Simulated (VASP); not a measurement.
Crystal: Ru.

```
Ru
1.0
     2.70783    0.00000    0.00000
    -1.35391    2.34505    0.00000
     0.00000    0.00000    4.26810
Ru
2
Direct
  0.33333 0.66667 0.25000
  0.66667 0.33333 0.75000
```

Program: VASP 6.6.1. Alike in all runs: task single point; cell as given; k mesh 9 × 9 × 5; cutoff (eV) 520; smearing fermi-dirac 0.1 eV.

Task: Order these runs on this cell by their pressure, lowest first.
A. level PBE; potentials or basis VASP PAW PBE potentials, release 64 (Ru_pv); spin non-collinear, zero start, SOC
B. level LDA; potentials or basis VASP PAW LDA potentials, release 64 (Ru_pv); spin off
C. level r2SCAN; potentials or basis VASP PAW PBE potentials, release 64 (Ru_pv); spin off

Result: B (-10.9 GPa), C (0.0 GPa), A (5.2 GPa).

Caveats: the PAW data sets were made with another functional, which shifts forces and pressure a little (some runs).
